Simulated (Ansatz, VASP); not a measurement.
Cd: VASP beside Ansatz

```
Cd
1.0
     0.00000    2.21815    2.32906
     2.21815    0.00000    2.32906
     2.21815    2.21815    0.00000
Cd
1
Cartesian
  0.0000 0.0000 0.0000
```

Change from the starting cell: strain +0.000 along x and y, +0.050 along z, atoms carried along.

Alike in both runs: task single point; functional PBE; k mesh 18 × 18 × 18; occupations gaussian, width 0.15 eV; no spin polarisation.

|  | VASP | Ansatz |
| --- | --- | --- |
| version | VASP 6.6.1 | Ansatz 0.2.0 |
| potentials or method | VASP PAW PBE potentials, release 64 (Cd), cutoff 520 eV | scalar-relativistic, plane waves, PAW |
| valence electrons in the cell | 12 | 20 |

|  | VASP | Ansatz | Ansatz less VASP |
| --- | --- | --- | --- |
| gap on the k mesh at the Fermi level (eV) | none | none | - |
| pressure (GPa) | 0.1 | -0.1 | -0.23 |
| traceless stress, the component that is largest in VASP (GPa) | -1.14 | -1.13 | +0.011 |

A gap of «none» marks a metal or a gap that the smearing closes. With one functional, cell and mesh, what is left measures potentials, basis and numerics. VASP's potentials hold 12 valence electrons a cell and Ansatz's 20, so a difference there can come from the potentials and not from the codes.
